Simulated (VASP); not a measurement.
# BRu4 (Im-3m) in VASP: a series of runs

The runs below take BRu4 through single point, with PBE.

All numbers are computed with VASP 6.6.1; they aren't measurements. Logs are shortened: lines on timing, memory, paths and dates and some standing lists are left out, and cuts for length are marked.

**1. The cell of the first run**

It takes space group Im-3m (No. 229, cubic). The conventional cell has a = 4.897 Å, b = 4.897 Å, c = 4.897 Å, α = 90.00°, β = 90.00°, γ = 90.00°. B (site symmetry m-3m) has 8 Ru at 2.12 Å within 2.8 Å. Within 2.8 Å of Ru (site symmetry -3m) lie 2 B at 2.12 Å and 6 Ru at 2.45 Å.

The cell was built from a structure type or drawn by symmetry, and may not be a known phase.

**2. Single point, PBE**

INCAR

```
SYSTEM = BRu4
ALGO = Fast ; EDIFF = 1E-7
ENCUT = 520 ; GGA = PE
ISIF = 2 ; ISMEAR = 0
LASPH = .True. ; LCHARG = .False.
LREAL = .False. ; LWAVE = .False.
NBANDS = 38 ; NELM = 100
PREC = Accurate ; SIGMA = 0.1
```

KPOINTS

```
k-points
0
Gamma
  6 6 6
  0 0 0
```

POSCAR

```
BRu4
1.0
   -2.4482817500      2.4482817500      2.4482817500
    2.4482817500     -2.4482817500      2.4482817500
    2.4482817500      2.4482817500     -2.4482817500
B Ru
1 4
Direct
    0.0000000000      0.0000000000      0.0000000000
    0.5000000000      0.5000000000      0.5000000000
    0.5000000000      0.0000000000      0.0000000000
    0.0000000000      0.0000000000      0.5000000000
    0.0000000000      0.5000000000      0.0000000000
```

Potentials or basis: VASP PAW PBE potentials, release 64 (B, Ru_pv).

On the command line:

```bash
> cat potpaw_PBE.64/B/POTCAR potpaw_PBE.64/Ru_pv/POTCAR > POTCAR
> mpirun -np 1 vasp_std > vasp.out
```

OUTCAR:

```text
SYSTEM = BRu4
   EDIFF = 1E-7
   ENCUT = 520
   GGA = PE
   ISIF = 2
   ISMEAR = 0
   LASPH = .True.
   LREAL = .False.
   NELM = 100
   PREC = Accurate

 ion  position               nearest neighbor table
   1  0.000  0.000  0.000-   2 2.12   3 2.12   4 2.12   5 2.12   4 2.12   5 2.12   3 2.12   2 2.12

   2  0.500  0.500  0.500-   1 2.12   1 2.12   4 2.45   5 2.45   3 2.45   5 2.45   4 2.45   3 2.45

   3  0.500  0.000  0.000-   1 2.12   1 2.12   4 2.45   5 2.45   2 2.45   2 2.45   4 2.45   5 2.45

   4  0.000  0.000  0.500-   1 2.12   1 2.12   3 2.45   5 2.45   2 2.45   5 2.45   3 2.45   2 2.45

   5  0.000  0.500  0.000-   1 2.12   1 2.12   3 2.45   4 2.45   2 2.45   4 2.45   2 2.45   3 2.45

  LATTYP: Found a body centered cubic cell.
 ALAT       =     4.8965635000

  Lattice vectors:

 A1 = (  -2.4482817500,   2.4482817500,   2.4482817500)
 A2 = (   2.4482817500,  -2.4482817500,   2.4482817500)
 A3 = (   2.4482817500,   2.4482817500,  -2.4482817500)

Analysis of symmetry for initial positions (statically):
=====================================================================
 Subroutine PRICEL returns:
 Original cell was already a primitive cell.

 Routine SETGRP: Setting up the symmetry group for a
 body centered cubic supercell.

 Subroutine GETGRP returns: Found 48 space group operations
 (whereof 48 operations were pure point group operations)
 out of a pool of 48 trial point group operations.

The static configuration has the point symmetry O_h .

Analysis of symmetry for dynamics (positions and initial velocities):
=====================================================================
 Subroutine PRICEL returns:
 Original cell was already a primitive cell.

 Routine SETGRP: Setting up the symmetry group for a
 body centered cubic supercell.

 Subroutine GETGRP returns: Found 48 space group operations
 (whereof 48 operations were pure point group operations)
 out of a pool of 48 trial point group operations.

The dynamic configuration has the point symmetry O_h .

 Subroutine INISYM returns: Found 48 space group operations
 (whereof 48 operations are pure point group operations),
 and found     1 'primitive' translations

----------------------------------------------------------------------------------------

                                     Primitive cell

  volume of cell :      58.7008

  direct lattice vectors                    reciprocal lattice vectors
    -2.448281750  2.448281750  2.448281750     0.000000000  0.204224861  0.204224861
     2.448281750 -2.448281750  2.448281750     0.204224861  0.000000000  0.204224861
     2.448281750  2.448281750 -2.448281750     0.204224861  0.204224861  0.000000000

  length of vectors
     4.240548382  4.240548382  4.240548382     0.288817568  0.288817568  0.288817568

  position of ions in fractional coordinates (direct lattice)
     0.000000000  0.000000000  0.000000000
     0.500000000  0.500000000  0.500000000
     0.500000000  0.000000000  0.000000000
     0.000000000  0.000000000  0.500000000
     0.000000000  0.500000000  0.000000000

  ion indices of the primitive-cell ions
   primitive index   ion index
                 1           1
                 2           2
                 3           3
                 4           4
                 5           5

----------------------------------------------------------------------------------------

 KPOINTS: k-points

Automatic generation of k-mesh.
 Grid dimensions read from file:
 generate k-points for:    6    6    6

 Generating k-lattice:

  Cartesian coordinates                     Fractional coordinates (reciprocal lattice)
     0.000000000  0.034037477  0.034037477     0.166666667  0.000000000  0.000000000
     0.034037477  0.000000000  0.034037477     0.000000000  0.166666667  0.000000000
     0.034037477  0.034037477  0.000000000     0.000000000  0.000000000  0.166666667

  Length of vectors
     0.048136261  0.048136261  0.048136261

  Shift w.r.t. Gamma in fractional coordinates (k-lattice)
     0.000000000  0.000000000  0.000000000

 Subroutine IBZKPT returns following result:
 ===========================================

 Found     16 irreducible k-points:

 Following reciprocal coordinates:
            Coordinates               Weight
  0.000000  0.000000  0.000000      1.000000
  0.166667  0.000000  0.000000     12.000000
  0.333333  0.000000  0.000000     12.000000
  0.500000  0.000000  0.000000      6.000000
  0.166667  0.166667  0.000000     24.000000
  0.333333  0.166667  0.000000     48.000000
[... 8 lines left out ...]
  0.500000  0.500000  0.333333     12.000000
  0.500000  0.500000  0.500000      1.000000
   k-points           NKPTS =     16   k-points in BZ     NKDIM =     16   number of bands    NBANDS=     38
   number of dos      NEDOS =    301   number of ions     NIONS =      5
   total plane-waves  NPLWV =  32768
   dimension x,y,z NGX =    32 NGY =   32 NGZ =   32
   dimension x,y,z NGXF=    64 NGYF=   64 NGZF=   64
   ions per type =               1   4
   NGX,Y,Z   is equivalent  to a cutoff of  12.55, 12.55, 12.55 a.u.
   NGXF,Y,Z  is equivalent  to a cutoff of  25.09, 25.09, 25.09 a.u.
 SYSTEM =  BRu4
   PREC   = accura    normal or accurate (medium, high low for compatibility)
   ISTART =      0    job   : 0-new  1-cont  2-samecut
   ICHARG =      2    charge: 1-file 2-atom 10-const
   ISPIN  =      1    spin polarized calculation?
   LNONCOLLINEAR =      F non collinear calculations
   LSORBIT =      F    spin-orbit coupling
   LASPH  =      T    aspherical Exc in radial PAW
   ENCUT  =  520.0 eV  38.22 Ry    6.18 a.u.   7.88  7.88  7.88*2*pi/ulx,y,z
   NELM   =    100;   NELMIN=  2; NELMDL= -5     # of ELM steps
   EDIFF  = 0.1E-06   stopping-criterion for ELM
   LREAL  =      F    real-space projection
   EDIFFG = 0.1E-05   stopping-criterion for IOM
   NSW    =      0    number of steps for IOM
   IBRION =     -1    ionic relax: 0-MD 1-quasi-New 2-CG
   NFREE  =      0    steps in history (QN), initial steepest desc. (CG)
   ISIF   =      2    stress and relaxation
   ISYM   =      2    0-nonsym 1-usesym 2-fastsym
   POTIM  = 0.5000    time-step for ionic-motion
   TEBEG  =    0.0;   TEEND  =   0.0 temperature during run
   PSTRESS=    0.0 pullay stress
   NELECT =      59.0000    total number of electrons
   NUPDOWN=      -1.0000    fix difference up-down
   EMIN   =  10.00;   EMAX   =-10.00  energy-range for DOS
   EFERMI =   0.00;   METHOD = LEGACY
   ISMEAR =     0;   SIGMA  =   0.10  broadening in eV -4-tet -1-fermi 0-gaus
   EFERMI_NEDOS =   21; number of points for ismear=-14 and -15
   IALGO  =     68    algorithm
   IMIX   =      4    mixing-type and parameters
     AMIX     =   0.40;   BMIX     =  1.00
     AMIX_MAG =   1.60;   BMIX_MAG =  1.00
  volume/ion in A,a.u.               =      11.74        79.23
  Fermi-wavevector in a.u.,A,eV,Ry     =   1.639875  3.098915 36.588657  2.689190
  Thomas-Fermi vector in A             =   2.730608
   LORBIT       =      0    0 simple, 1 ext, 2 COOP (PROOUT), +10 PAW based schemes
   GGA     = PE    functional components
   LHFCALC =     F    Hartree Fock is set to
   AEXX    =    0.0000 exact exchange contribution
   IVDW    =     0    specifies the selected vdW correction
   LEPSILON=     F    determine dielectric tensor
   LRPA    =     F    only Hartree local field effects (RPA)
 non-spin polarized calculation
 RMM-DIIS sequential band-by-band and
 Gauss-broadening in eV      SIGMA  =   0.10
  energy-cutoff  :      520.00
  volume of cell :       58.70
 maximum number of plane-waves:      1605
   NGX = 15   NGY = 15   NGZ = 15

 number of electron      59.0000024 magnetization

 Free energy of the ion-electron system (eV)
  ---------------------------------------------------
  ext. energy  EPLUGINS =         0.00000000
  ---------------------------------------------------
  free energy    TOTEN  =       -38.18270079 eV

  energy without entropy =      -38.13501117  energy(sigma->0) =      -38.15885598

 E-fermi :  12.9426     XC(G=0): -13.9778

 val. band max:       12.9417594286   @ k =  -0.3333   0.3333   0.1667
 cond. band min:      12.9434266993   @ k =   0.3333   0.1667   0.0000
 fundamental gap:      0.0016672707
 Fermi energy:        12.9425552718

 k-point     1 :       0.0000    0.0000    0.0000
  band No.  band energies     occupation
      1     -30.8441      2.00000
      2     -30.8441      2.00000
      3     -30.8441      2.00000
      4     -30.6638      2.00000
      5     -30.6638      2.00000
      6     -30.6638      2.00000
[... 30 lines left out ...]
     37      18.8280      0.00000
     38      18.8280      0.00000

 k-point     2 :       0.1667    0.0000    0.0000
  band No.  band energies     occupation
      1     -30.8186      2.00000
      2     -30.8158      2.00000
      3     -30.7486      2.00000
      4     -30.6268      2.00000
      5     -30.6208      2.00000
      6     -30.5724      2.00000
[... 30 lines left out ...]
     37      18.2085      0.00000
     38      19.9582      0.00000

 k-point     3 :       0.3333    0.0000    0.0000
  band No.  band energies     occupation
      1     -30.7885      2.00000
      2     -30.7863      2.00000
      3     -30.4879      2.00000
      4     -30.4788      2.00000
      5     -30.4536      2.00000
      6     -30.3217      2.00000
[... 30 lines left out ...]
     37      18.1650      0.00000
     38      20.9954      0.00000

 k-point     4 :       0.5000    0.0000    0.0000
  band No.  band energies     occupation
      1     -30.7808      2.00000
      2     -30.7798      2.00000
      3     -30.2747      2.00000
      4     -30.2361      2.00000
      5     -30.1513      2.00000
      6     -30.1440      2.00000
[... 30 lines left out ...]
     37      18.9186      0.00000
     38      21.2146      0.00000
[... 375 lines left out ...]
      4     -30.6262      2.00000
      5     -30.5793      2.00000
      6     -30.2851      2.00000
[... 30 lines left out ...]
     37      18.8228      0.00000
     38      19.9302      0.00000

 k-point    15 :       0.5000    0.5000    0.3333
  band No.  band energies     occupation
      1     -31.0548      2.00000
      2     -30.7957      2.00000
      3     -30.7526      2.00000
      4     -30.6037      2.00000
      5     -30.5170      2.00000
      6     -30.5086      2.00000
[... 30 lines left out ...]
     37      19.1896      0.00000
     38      19.9043      0.00000

 k-point    16 :       0.5000    0.5000    0.5000
  band No.  band energies     occupation
      1     -31.1274      2.00000
      2     -30.8486      2.00000
      3     -30.8486      2.00000
      4     -30.5780      2.00000
      5     -30.5780      2.00000
      6     -30.5780      2.00000
[... 30 lines left out ...]
     37      19.3738      0.00000
     38      20.0541      0.00000

------------------------ aborting loop because EDIFF is reached ----------------------------------------

  FORCE on cell =-STRESS in cart. coord.  units (eV):
  Direction    XX          YY          ZZ          XY          YZ          ZX
  --------------------------------------------------------------------------------------
  -------------------------------------------------------------------------------------
  Total       21.6015211     21.6015211     21.6015211     -0.0000000      0.0000000      0.0000000
  in kB      589.5908562    589.5908562    589.5908562     -0.0000000      0.0000000      0.0000000
  external PRESSURE =     589.5908562 kB  Pullay stress =       0.0000000 kB

 VOLUME and BASIS-vectors are now :
 -----------------------------------------------------------------------------
  energy-cutoff  :      520.00
  volume of cell :       58.70
      direct lattice vectors                 reciprocal lattice vectors
    -2.448281750  2.448281750  2.448281750     0.000000000  0.204224861  0.204224861
     2.448281750 -2.448281750  2.448281750     0.204224861  0.000000000  0.204224861
     2.448281750  2.448281750 -2.448281750     0.204224861  0.204224861  0.000000000

 POSITION                                       TOTAL-FORCE (eV/Angst)
 -----------------------------------------------------------------------------------
      0.00000      0.00000      0.00000         0.000000     -0.000000     -0.000000
      1.22414      1.22414      1.22414         0.000000      0.000000     -0.000000
     -1.22414      1.22414      1.22414        -0.000000     -0.000000      0.000000
      1.22414      1.22414     -1.22414        -0.000000      0.000000     -0.000000
      1.22414     -1.22414      1.22414         0.000000     -0.000000      0.000000
 -----------------------------------------------------------------------------------
    total drift:                                0.000000     -0.000000      0.000000

  FREE ENERGIE OF THE ION-ELECTRON SYSTEM (eV)
  ---------------------------------------------------
  free  energy   TOTEN  =       -38.1827007949 eV

  energy  without entropy=      -38.1350111738  energy(sigma->0) =      -38.15885598
```

Run time: 46 s. Hardware: 1 thread of AMD EPYC 9R14 (Zen 4), shared host; peak memory 0.15 GiB.

What came out:

```
Free energy            : -38.1827 eV
Pressure               : 59.0 GPa
Band gap on the k mesh : zero (an odd number of electrons rules out a gap without spin polarisation)
```

Levels at points of the mesh, in eV from the Fermi level:
| k point | band 28 | band 29 | band 30 | band 31 | band 32 | band 33 |
| --- | --- | --- | --- | --- | --- | --- |
| (0.00, 0.00, 0.00) | -0.64 | -0.64 | -0.64 | 1.61 | 1.61 | 1.61 |
| (0.50, 0.00, 0.00) | -0.71 | -0.50 | -0.40 | 0.13 | 0.18 | 0.26 |
| (0.50, 0.50, 0.50) | -1.23 | -0.58 | -0.58 | 1.65 | 2.05 | 2.05 |

Caveat: the cell stands under pressure.

[end of part 1 of 2]
